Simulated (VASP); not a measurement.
# Mg3Te (I4/mmm) in VASP: a series of runs, part 2 of 2

VASP 6.6.1. Earlier steps stand in the parts before.

## (3) Single point, LDA

This run uses another cell than the first one, of 22.73 Å³/atom, 0.940 times its volume.

Contents of INCAR:

```
SYSTEM = Mg3Te
PREC = Accurate
ENCUT = 520
EDIFF = 1E-6
ISMEAR = -1
SIGMA = 0.05
LREAL = .FALSE.
LASPH = .TRUE.
NELM = 60
ALGO = Normal
ISIF = 2
LWAVE = .FALSE.
LCHARG = .FALSE.
GGA = CA
NBANDS = 14
```

Contents of KPOINTS:

```
Automatic mesh
0
G
  9 9 9
  0 0 0
```

Contents of POSCAR:

```
Mg3Te
1.0
   -2.0956873375      2.0956873375      5.1746518643
    2.0956873375     -2.0956873375      5.1746518643
    2.0956873375      2.0956873375     -5.1746518643
Te Mg
1 3
Direct
    0.0000000000      0.0000000000      0.0000000000
    0.2500000000      0.7500000000      0.5000000000
    0.7500000000      0.2500000000      0.5000000000
    0.5000000000      0.5000000000      0.0000000000
```

Potentials or basis: VASP PAW LDA potentials, release 64 (Te, Mg).

Launch:

```sh
cat potpaw_LDA.64/Te/POTCAR potpaw_LDA.64/Mg/POTCAR > POTCAR
mpirun -np 1 vasp_std > vasp.out
```

It took 2.3 min on 1 thread of Intel Xeon Platinum 8488C (Sapphire Rapids), shared host; peak memory 0.32 GiB.

It converged, with:

```yaml
Free_energy: -10.0231 eV
Pressure: -0.3 GPa
Band_gap_on_the_k_mesh: zero (band 6 reaches 5.36 eV, above the bottom of band 7 at 3.88 eV)
```

Stress tensor (GPa, compression positive):
```
-0.12  0.00  0.00
 0.00 -0.12  0.00
 0.00  0.00 -0.64
```

Levels at points of the mesh, in eV from the Fermi level:
```csv
k point,band 4,band 5,band 6,band 7,band 8,band 9
"(0.00, 0.00, 0.00)",-2.74,-2.74,0.30,1.21,1.56,1.56
```

Caveat: spin-orbit coupling is left out, which moves the levels of the heavy elements.

## (4) Single point, LDA

This run uses another cell than the first one, of 23.21 Å³/atom, 0.960 times its volume.

Contents of INCAR:

```
PREC = Accurate
ENCUT = 520
EDIFF = 1E-6
ISMEAR = -1
SIGMA = 0.05
LREAL = False
LASPH = True
NELM = 80
ALGO = Normal
ISIF = 2
LWAVE = False
LCHARG = False
GGA = CA
NBANDS = 14
```

Contents of KPOINTS:

```
regular mesh
0
Gamma
  9 9 9
```

Contents of POSCAR:

```
Mg3Te
1.0
   -2.1104461853      2.1104461853      5.2110942752
    2.1104461853     -2.1104461853      5.2110942752
    2.1104461853      2.1104461853     -5.2110942752
Te Mg
1 3
Direct
    0.0000000000      0.0000000000      0.0000000000
    0.2500000000      0.7500000000      0.5000000000
    0.7500000000      0.2500000000      0.5000000000
    0.5000000000      0.5000000000      0.0000000000
```

Launch:

```sh
cat potpaw_LDA.64/Te/POTCAR potpaw_LDA.64/Mg/POTCAR > POTCAR
mpirun -np 1 vasp_std > vasp.out
```

Run time: 2.9 min. Hardware: 1 thread of Intel Xeon Platinum 8488C (Sapphire Rapids), shared host; peak memory 0.3 GiB.

Results (log left out):

```yaml
Free_energy: -10.0144 eV
Pressure: -1.1 GPa
Band_gap_on_the_k_mesh: zero (band 6 reaches 5.16 eV, above the bottom of band 7 at 3.74 eV)
```

Stress tensor (GPa, compression positive):
```
-1.06  0.00  0.00
 0.00 -1.06  0.00
 0.00  0.00 -1.31
```

Levels at points of the mesh, in eV from the Fermi level:
| k point | band 2 | band 3 | band 4 | band 5 | band 6 | band 7 | band 8 | band 9 | band 10 | band 11 |
| --- | --- | --- | --- | --- | --- | --- | --- | --- | --- | --- |
| (0.00, 0.00, 0.00) | -4.37 | -4.34 | -2.70 | -2.70 | 0.27 | 1.23 | 1.56 | 1.56 | 1.71 | 3.59 |

Caveat: spin-orbit coupling is left out, which moves the levels of the heavy elements.

## (5) Single point, LDA

This run uses another cell than the first one, of 23.69 Å³/atom, 0.980 times its volume.

Contents of INCAR:

```
SYSTEM = Mg3Te
PREC     = Accurate       ! precision mode
ENCUT    = 520            ! plane-wave cutoff, eV
EDIFF    = 1E-6           ! SCF threshold, eV
ISMEAR   = -1             ! smearing method
SIGMA    = 0.05           ! smearing width, eV
LREAL    = .False.        ! projectors in reciprocal space
LASPH    = .True.         ! aspherical terms in the spheres
NELM     = 100            ! most SCF steps
ALGO     = Normal         ! electronic algorithm
ISIF     = 2              ! what is computed and relaxed
LWAVE    = .False.        ! write WAVECAR
LCHARG   = .False.        ! write CHGCAR
NBANDS   = 14             ! bands
```

Contents of KPOINTS:

```
Automatic mesh
0
Gamma
  9 9 9
  0 0 0
```

Contents of POSCAR:

```
Mg3Te
1.0
   -2.1250014466      2.1250014466      5.2470339922
    2.1250014466     -2.1250014466      5.2470339922
    2.1250014466      2.1250014466     -5.2470339922
Te Mg
1 3
Direct
    0.0000000000      0.0000000000      0.0000000000
    0.2500000000      0.7500000000      0.5000000000
    0.7500000000      0.2500000000      0.5000000000
    0.5000000000      0.5000000000      0.0000000000
```

Potentials or basis: VASP PAW LDA potentials, release 64 (Te, Mg).

Launch:

```sh
cat potpaw_LDA.64/Te/POTCAR potpaw_LDA.64/Mg/POTCAR > POTCAR
mpirun -np 1 vasp_std > vasp.out
```

OUTCAR:

```text
SYSTEM = Mg3Te
   PREC = Accurate
   ENCUT = 520
   EDIFF = 1E-6
   ISMEAR = -1
   LREAL = .False.
   LASPH = .True.
   NELM = 100
   ISIF = 2

 ion  position               nearest neighbor table
   1  0.000  0.000  0.000-   4 3.01   4 3.01   4 3.01   4 3.01   3 3.38   2 3.38   3 3.38   2 3.38
                             3 3.38   3 3.38   2 3.38   2 3.38
   2  0.250  0.750  0.500-   3 3.01   3 3.01   3 3.01   3 3.01   4 3.38   1 3.38   4 3.38   4 3.38
                             1 3.38   1 3.38   4 3.38   1 3.38
[... 614 lines left out ...]
  --------------------------------------------------------------------------------------
  -------------------------------------------------------------------------------------
  Total       -1.1215648     -1.1215648     -1.1208236      0.0000000      0.0000000      0.0000000
  in kB      -18.9601877    -18.9601877    -18.9476575      0.0000000      0.0000000      0.0000000
  external PRESSURE =     -18.9560110 kB  Pullay stress =       0.0000000 kB

 VOLUME and BASIS-vectors are now :
 -----------------------------------------------------------------------------
  energy-cutoff  :      520.00
  volume of cell :       94.77
      direct lattice vectors                 reciprocal lattice vectors
    -2.125001447  2.125001447  5.247033992     0.000000000  0.235293957  0.095291931
     2.125001447 -2.125001447  5.247033992     0.235293957  0.000000000  0.095291931
     2.125001447  2.125001447 -5.247033992     0.235293957  0.235293957  0.000000000

 POSITION                                       TOTAL-FORCE (eV/Angst)
 -----------------------------------------------------------------------------------
      0.00000      0.00000      0.00000        -0.000000      0.000000     -0.000000
      2.12500      0.00000      2.62352        -0.000000     -0.000000     -0.000000
      0.00000      2.12500      2.62352         0.000000     -0.000000      0.000000
      0.00000      0.00000      5.24703        -0.000000      0.000000     -0.000000
 -----------------------------------------------------------------------------------
    total drift:                                0.000000     -0.000000     -0.000000

  FREE ENERGIE OF THE ION-ELECTRON SYSTEM (eV)
  ---------------------------------------------------
  free  energy   TOTEN  =        -9.9960087260 eV

  energy  without entropy=       -9.9764547531  energy(sigma->0) =       -9.98623174
```

stdout:

```text
POSCAR found type information on POSCAR TeMg
 POSCAR found :  2 types and       4 ions
 scaLAPACK will be used
 LDA part: xc-table for (Slater(with rela. corr.)+CA(PZ))
 , standard interpolation
 POSCAR, INCAR and KPOINTS ok, starting setup
 FFT: planning ... GRIDC
 FFT: planning ... GRID_SOFT
 FFT: planning ... GRID
 WAVECAR not read
 entering main loop
```

It took 2.6 min on 1 thread of Intel Xeon Platinum 8488C (Sapphire Rapids), shared host; peak memory 0.32 GiB.

What came out:

| Property | Result |
| --- | --- |
| Free energy | -9.9960 eV |
| Pressure | -1.9 GPa |
| Band gap on the k mesh | zero (band 6 reaches 4.96 eV, above the bottom of band 7 at 3.59 eV) |

Levels at points of the mesh, in eV from the Fermi level:
| k point | band 3 | band 4 | band 5 | band 6 | band 7 | band 8 | band 9 | band 10 |
| --- | --- | --- | --- | --- | --- | --- | --- | --- |
| (0.00, 0.00, 0.00) | -4.25 | -2.65 | -2.65 | 0.23 | 1.24 | 1.56 | 1.56 | 1.76 |

Caveat: spin-orbit coupling is left out, which moves the levels of the heavy elements.

## (6) Overview

```csv
level,potentials or basis,spin,cell,k mesh,gap on the mesh (eV),pressure (GPa)
PBEsol,"VASP PAW PBE potentials, release 64 (Te, Mg)","non-collinear, zero start, SOC","a = 6.088 Å, angles 138.9, 138.9, 59.6°, 4 atoms",7 × 7 × 7,-,-1.1
LDA,"VASP PAW LDA potentials, release 64 (Te, Mg)",off,"a = 5.963 Å, angles 138.9, 138.9, 59.6°, 4 atoms",9 × 9 × 9,none,-0.3
LDA,"VASP PAW LDA potentials, release 64 (Te, Mg)",off,"a = 6.005 Å, angles 138.9, 138.9, 59.6°, 4 atoms",9 × 9 × 9,none,-1.1
LDA,"VASP PAW LDA potentials, release 64 (Te, Mg)",off,"a = 6.047 Å, angles 138.9, 138.9, 59.6°, 4 atoms",9 × 9 × 9,none,-1.9
```

Alike in all rows: task single point; cutoff (eV) 520; smearing fermi-dirac 0.05 eV.

Caveats: spin-orbit coupling is left out, which moves the levels of the heavy elements (some runs); the PAW data sets were made with another functional, which shifts forces and pressure a little (some runs).

Total energies depend on the potentials used, so only differences within one code and one set of settings carry meaning.
